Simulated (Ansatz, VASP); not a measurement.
One calculation of Zn4SeO3, two programs

Contents of INCAR:

```
SYSTEM = Zn4SeO3
PREC     = Accurate       ! precision mode
ENCUT    = 520            ! plane-wave cutoff, eV
EDIFF    = 1E-7           ! SCF threshold, eV
ISMEAR   = 0              ! smearing method
SIGMA    = 0.1            ! smearing width, eV
LREAL    = Auto         
LASPH    = .True.         ! aspherical terms in the spheres
NELM     = 60             ! most SCF steps
ALGO     = Normal         ! electronic algorithm
ISIF     = 2              ! what is computed and relaxed
LWAVE    = .False.        ! write WAVECAR
LCHARG   = .True.         ! write CHGCAR
GGA      = PE             ! functional
LELF     = .True.         ! ELF
LVHAR    = .True.       
NBANDS   = 86             ! bands
```

KPOINTS

```
Automatic mesh
0
Gamma
  4 3 3
  0 0 0
```

File POSCAR:

```
Zn4SeO3
1.0
    0.0000000000      0.0000000000      5.6061790820
    6.9361549347      0.0000000000      0.0000000000
   -3.4680774674      6.0068863781      0.0000000000
Zn Se O
8 2 6
Direct
    0.4489065200      0.3333333333      0.6666666667
    0.3589739103      0.2945506241      0.1472753121
    0.3589739103      0.8527246879      0.7054493759
    0.3589739103      0.8527246879      0.1472753121
    0.9489065200      0.6666666667      0.3333333333
    0.8589739103      0.1472753121      0.2945506241
    0.8589739103      0.7054493759      0.8527246879
    0.8589739103      0.1472753121      0.8527246879
    0.5105638169      0.6666666667      0.3333333333
    0.0105638169      0.3333333333      0.6666666667
    0.5028693107      0.1601664065      0.3203328131
    0.5028693107      0.1601664065      0.8398335935
    0.5028693107      0.6796671869      0.8398335935
    0.0028693107      0.3203328131      0.1601664065
    0.0028693107      0.8398335935      0.6796671869
    0.0028693107      0.8398335935      0.1601664065
```

Input for Ansatz:

```yaml
crystal:
  lattice:
    - [0.0, 0.0, 5.606179082]
    - [6.9361549347, 0.0, 0.0]
    - [-3.4680774674, 6.0068863781, 0.0]
  atoms:
    - { symbol: Zn, position: [0.44890652, 0.3333333333, 0.6666666667] }
    - { symbol: Zn, position: [0.3589739103, 0.2945506241, 0.1472753121] }
    - { symbol: Zn, position: [0.3589739103, 0.8527246879, 0.7054493759] }
    - { symbol: Zn, position: [0.3589739103, 0.8527246879, 0.1472753121] }
    - { symbol: Zn, position: [0.94890652, 0.6666666667, 0.3333333333] }
    - { symbol: Zn, position: [0.8589739103, 0.1472753121, 0.2945506241] }
    - { symbol: Zn, position: [0.8589739103, 0.7054493759, 0.8527246879] }
    - { symbol: Zn, position: [0.8589739103, 0.1472753121, 0.8527246879] }
    - { symbol: Se, position: [0.5105638169, 0.6666666667, 0.3333333333] }
    - { symbol: Se, position: [0.0105638169, 0.3333333333, 0.6666666667] }
    - { symbol: O, position: [0.5028693107, 0.1601664065, 0.3203328131] }
    - { symbol: O, position: [0.5028693107, 0.1601664065, 0.8398335935] }
    - { symbol: O, position: [0.5028693107, 0.6796671869, 0.8398335935] }
    - { symbol: O, position: [0.0028693107, 0.3203328131, 0.1601664065] }
    - { symbol: O, position: [0.0028693107, 0.8398335935, 0.6796671869] }
    - { symbol: O, position: [0.0028693107, 0.8398335935, 0.1601664065] }
basis:
  ecutwfc: 420
kpoints:
  mp_grid: { grid: [4, 3, 3] }
hamiltonian:
  xc: pbe
scf:
  occupations: { method: gaussian, width: 0.1 }
  lower_state_search: "off"
output:
  forces: true
  stress: true
  eigenvalues: true
```

Alike in both runs: task single point; functional PBE; k mesh 4 × 3 × 3; occupations gaussian, width 0.1 eV; no spin polarisation.

|  | VASP | Ansatz |
| --- | --- | --- |
| version | VASP 6.6.1 | Ansatz 0.2.0 |
| potentials or method | VASP PAW PBE potentials, release 64 (Zn, Se, O), cutoff 520 eV | scalar-relativistic, plane waves, PAW |
| valence electrons in the cell | 144 | 164 |

Ansatz gave:

- gap on the k mesh at the Fermi level (eV): 0.59
- least direct gap on the mesh (eV): 0.59
- pressure (GPa): 0.0
- traceless stress, the component that is largest in VASP (GPa): -0.01
- rms of the force components (eV/Å): 0.001

Problem. Estimate VASP's values.

Solution. gap on the k mesh at the Fermi level (eV): 0.58; least direct gap on the mesh (eV): 0.58; pressure (GPa): 0.6; traceless stress, the component that is largest in VASP (GPa): 0.07; rms of the force components (eV/Å): 0.013.

Atom by atom the forces differ by 0.012 eV/Å (rms over components). VASP's potentials hold 144 valence electrons a cell and Ansatz's 164, so a difference there can come from the potentials and not from the codes.
